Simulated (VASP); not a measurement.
# As: single point with PBE

Crystal: As.

```
CELL_PARAMETERS angstrom
3.87805 0.00000 0.00000
-1.93902 3.35849 0.00000
0.00000 0.00000 2.28673
ATOMIC_POSITIONS crystal
As 0.00000 0.00000 0.00000
As 0.33333 0.66667 0.50000
As 0.66667 0.33333 0.50000
```

```json
{
 "Program": "VASP 6.6.1",
 "Task": "single point",
 "Functional": "PBE",
 "Potentials or basis": "VASP PAW PBE potentials, release 64 (As)",
 "Cutoff": "520 eV",
 "k mesh": "10 × 10 × 13",
 "Occupations": "fermi-dirac, width 0.08 eV",
 "Spin": "no spin polarisation",
 "Dipole correction": "no",
 "Further INCAR settings": "ALGO = Normal; EDIFF = 1e-07; NBANDS = 14"
}
```

* Pressure: 227.7 GPa

Stress tensor (GPa, compression positive):
```
227.55   0.00   0.00
  0.00 227.55   0.00
  0.00   0.00 227.88
```

Levels at points of the mesh, in eV from the Fermi level:
```csv
k point,band 6,band 7,band 8,band 9,band 10,band 11
"(0.00, 0.00, 0.00)",-9.25,-9.25,3.73,8.17,13.04,13.04
"(0.50, 0.00, 0.00)",-0.09,0.69,0.90,4.54,7.26,7.31
```

Wall time 55 s on 1 thread of Intel Xeon 8259CL (shared host), peak memory 0.16 GiB.
